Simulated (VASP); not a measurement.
Write the native input for VASP 6.6.1 that does the following.

* Task: single point
* Functional: PBE
* Potentials or basis: VASP PAW PBE potentials, release 64 (S, Mg)
* Cutoff: 520 eV
* k mesh: 8 × 8 × 8
* Occupations: fermi-dirac, width 0.05 eV
* Spin: no spin polarisation
* Dipole correction: no
* Further INCAR settings: ALGO = Normal; EDIFF = 1e-06; NBANDS = 11

The structure of MgS lies in POSCAR:

```
MgS
1.0
    0.0000000000      2.7752850422      2.7752850422
    2.7752850422      0.0000000000      2.7752850422
    2.7752850422      2.7752850422      0.0000000000
S Mg
1 1
Direct
    0.2500000000      0.2500000000      0.2500000000
    0.0000000000      0.0000000000      0.0000000000
```

This cell differs from its parent crystal: volume scaled by 0.94.

These files were run (other wordings do the same):

INCAR

```
SYSTEM = MgS
PREC = Accurate
ENCUT = 520
EDIFF = 1E-6
ISMEAR = -1
SIGMA = 0.05
LREAL = .FALSE.
LASPH = .TRUE.
NELM = 100
ALGO = Normal
ISIF = 2
LWAVE = .FALSE.
LCHARG = .TRUE.
GGA = PE
LELF = .TRUE.
LVHAR = .TRUE.
NBANDS = 11
```

KPOINTS

```
regular mesh
0
G
  8 8 8
  0 0 0
```

Potentials or basis: VASP PAW PBE potentials, release 64 (S, Mg).

Launch:

```bash
$ cat potpaw_PBE.64/S/POTCAR potpaw_PBE.64/Mg/POTCAR > POTCAR
$ mpirun -np 1 vasp_std > vasp.out
```

Results of the run:

- Pressure: 4.9 GPa
- Band gap on the k mesh: 3.76 eV, direct

Run time: 13 s on 1 thread of AMD EPYC 7R13 Processor (Zen 3), with other jobs on the host, peak memory 0.14 GiB.
